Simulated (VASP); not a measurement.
Write the native input for VASP 6.6.1 that does the following.

```yaml
Task: single point
Functional: PBE0
Potentials_or_basis: VASP PAW PBE potentials, release 64 (Ti_sv, B)
Cutoff: 420 eV
k_mesh: 5 × 5 × 4
Occupations: gaussian, width 0.1 eV
Spin: no spin polarisation
Dipole_correction: no
Grid_for_exact_exchange_PRECFOCK: Normal
Further_INCAR_settings: ALGO = Normal; EDIFF = 1e-06; NBANDS = 16
Share_of_exact_exchange: 0.25
```

The system is TiB2.

```
Ti B
1.0
     3.02920    0.00000    0.00000
    -1.51460    2.62336    0.00000
     0.00000    0.00000    3.22840
Ti B
1 2
Direct
  0.00000 0.00000 0.00000
  0.66667 0.33333 0.50000
  0.33333 0.66667 0.50000
```

The input as run:

POSCAR

```
TiB2
1.0
    3.0292000000      0.0000000000      0.0000000000
   -1.5146000000      2.6233641531      0.0000000000
    0.0000000000      0.0000000000      3.2284000000
Ti B
1 2
Direct
    0.0000000000      0.0000000000      0.0000000000
    0.6666666667      0.3333333333      0.5000000000
    0.3333333333      0.6666666667      0.5000000000
```

INCAR.step1

```
SYSTEM = TiB2
PREC = Accurate
ENCUT = 420
EDIFF = 1E-5
ISMEAR = 0
SIGMA = 0.1
LREAL = .False.
LASPH = .True.
NELM = 120
ALGO = Normal
ISIF = 2
LWAVE = .True.
LCHARG = .False.
NBANDS = 16
GGA = PE
GGA_COMPAT = .False.
```

INCAR.step2

```
SYSTEM = TiB2
PREC = Accurate
ENCUT = 420
EDIFF = 1E-6
ISMEAR = 0
SIGMA = 0.1
LREAL = .False.
LASPH = .True.
NELM = 120
ALGO = Normal
ISIF = 2
LWAVE = .False.
LCHARG = .False.
GGA = PE
LHFCALC = .True.
AEXX = 0.25
PRECFOCK = Normal
NBANDS = 16
ISTART = 1
GGA_COMPAT = .False.
```

KPOINTS

```
regular mesh
0
Gamma
  5 5 4
  0 0 0
```

Potentials or basis: VASP PAW PBE potentials, release 64 (Ti_sv, B).

Launch:

```bash
$ cat potpaw_PBE.64/Ti_sv/POTCAR potpaw_PBE.64/B/POTCAR > POTCAR
$ cp INCAR.step1 INCAR
$ mpirun -np 1 vasp_std > vasp.out
$ cp INCAR.step2 INCAR
$ mpirun -np 1 vasp_std > vasp.out
```

Results of the run:

| Property | Result |
| --- | --- |
| Pressure | -5.5 GPa |
| Band gap on the k mesh | zero (bands 9 and 10 overlap by 1.37 eV) |

Caveat: the k points lie up to 0.49 Å⁻¹ apart, too coarse for converged energies and pressures of a metal; the PAW data sets were made with another functional, which shifts forces and pressure a little.

It took 12 min on 1 thread of Intel Xeon 8259CL, on a shared host, peak memory 0.14 GiB.
